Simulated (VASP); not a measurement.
InGe2O2:

```
In Ge O
1.0
     4.70061    0.00000    0.00000
     0.00000    4.70061    0.00000
     0.00000    0.00000    8.57069
In Ge O
2 4 4
Cartesian
  0.0000 0.0000 4.2853
  2.3503 2.3503 4.2853
  0.0000 0.0000 0.0000
  2.3503 2.3503 0.0000
  0.0000 2.3503 0.0000
  2.3503 0.0000 0.0000
  1.3393 3.6896 0.0000
  3.3613 1.0110 0.0000
  3.6896 3.3613 0.0000
  1.0110 1.3393 0.0000
```

The cell was generated, and may not be a known phase.

- Program: VASP 6.6.1
- Task: relaxation of cell and atoms
- Functional: PBE
- Potentials or basis: VASP PAW PBE potentials, release 64 (In_d, Ge_d, O)
- Cutoff: 600 eV
- k mesh: 4 × 4 × 2
- Occupations: gaussian, width 0.1 eV
- Spin: no spin polarisation

At the start: pressure 98.0 GPa; volume 18.94 Å³/atom.

Problem. Where does the relaxation end?

Solution. Over 26 steps the energy falls by 4389.8 meV/atom and the volume is 20.93 Å³/atom (+10.5 %); space group P4/mbm (No. 127, to 0.1 Å) before, P4/mmm (No. 123, to 0.1 Å).

The path:
| step | energy change (eV) | largest force (eV/Å) | pressure (GPa) | volume (Å³) |
| --- | --- | --- | --- | --- |
| 1 | 0.0000 | 18.1990 | 97.95 | 189.38 |
| 2 | 0.2371 | 2.2608 | -33.13 | 627.61 |
| 3 | -38.6587 | 1.3154 | -4.77 | 368.09 |
| 4 | -39.1529 | 1.6462 | -3.24 | 355.13 |
| 5 | -39.6343 | 2.3684 | 0.51 | 329.20 |
| 6 | -39.6159 | 2.2799 | 0.00 | 332.36 |
| 7 | -40.2591 | 0.9495 | -3.85 | 336.11 |
| 8 | -40.2835 | 0.7690 | -4.62 | 336.90 |
| 9 | -40.9267 | 0.8111 | -4.04 | 318.89 |
| 10 | -42.3645 | 0.5177 | -1.09 | 268.41 |
| 11 | -39.9237 | 3.3195 | 21.97 | 182.59 |
| 12 | -42.5693 | 0.4820 | 0.23 | 254.29 |
| 13 | -42.6883 | 0.3163 | 4.65 | 224.15 |
| 14 | -42.7408 | 0.1679 | 1.99 | 238.71 |
| 15 | -43.2328 | 0.4291 | 1.57 | 226.46 |
| 16 | -43.4158 | 0.7691 | 1.93 | 217.20 |
| 17 | -43.4377 | 0.8816 | 2.31 | 213.48 |
| 18 | -43.6908 | 0.5154 | -1.01 | 220.21 |
| 19 | -43.7035 | 0.4280 | -1.89 | 222.17 |
| 20 | -43.7910 | 0.3578 | -1.25 | 217.72 |
| 21 | -43.8718 | 0.2286 | 0.06 | 209.69 |
| 22 | -43.8750 | 0.1898 | 0.44 | 207.56 |
| 23 | -43.8871 | 0.1233 | 0.20 | 208.38 |
| 24 | -43.8960 | 0.0051 | -0.19 | 209.86 |
| 25 | -43.8978 | 0.0177 | 0.27 | 209.04 |
| 26 | -43.8982 | 0.0104 | 0.14 | 209.30 |

Final structure:
```xyz
10
Lattice="6.1224 0.0000 0.0000 0.0000 6.1224 0.0000 0.0000 0.0000 5.5836" Properties=species:S:1:pos:R:3 pbc="T T T"
In    0.0000    0.0000    2.7918
In    3.0612    3.0612    2.7918
Ge    0.0000    0.0000    0.0000
Ge    3.0612    3.0612    0.0000
Ge    0.0000    3.0612    0.0000
Ge    3.0612    0.0000    0.0000
O     1.5289    4.5901    0.0000
O     4.5935    1.5323    0.0000
O     4.5901    4.5935    0.0000
O     1.5323    1.5289    0.0000
```

Caveat: the k points lie up to 0.56 Å⁻¹ apart in the final cell, too coarse for converged energies and pressures of a metal; a cell axis changed by over 15 % at a fixed basis, so the end point is rough.
